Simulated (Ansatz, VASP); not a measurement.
## Sn2Ir in VASP and in Ansatz

```xyz
6
Lattice="4.4575 0.0000 0.0000 -2.2288 3.8603 0.0000 0.0000 0.0000 21.4593" Properties=species:S:1:pos:R:3 pbc="T T T"
Sn    0.0000    0.0000    8.0423
Sn    2.2288    1.2868    9.8148
Sn    0.0000    2.5735   11.6445
Sn    0.0000    0.0000   13.4170
Ir    0.0000    2.5735    8.9629
Ir    2.2288    1.2868   12.4964
```

Alike in both runs: functional LDA; k mesh 9 × 9 × 1; occupations fermi-dirac, width 0.08 eV; no spin polarisation.

Ansatz relaxed the structure, and its values are those at the end. VASP's run is a single point on that final structure, the one shown.

```csv
,VASP,Ansatz
version,VASP 6.6.1,Ansatz 0.2.0
potentials or method,"VASP PAW LDA potentials, release 64 (Sn_d, Ir)","PAW with Ansatz's default frozen-core files, scalar-relativistic"
plane-wave cutoff (eV),520,420
valence electrons in the cell,74,90
```

```tsv
	VASP	Ansatz	Ansatz less VASP
rms of the force components (eV/Å)	0.013	0.000	-0.0125
```

LDA's correlation is that of Perdew and Zunger in VASP and of Perdew and Wang (1992) in Ansatz. VASP's potentials hold 74 valence electrons a cell and Ansatz's 90, so a difference there can come from the potentials and not from the codes. Ansatz's warnings: stress scf threshold loose.

Spin-orbit coupling is off throughout.
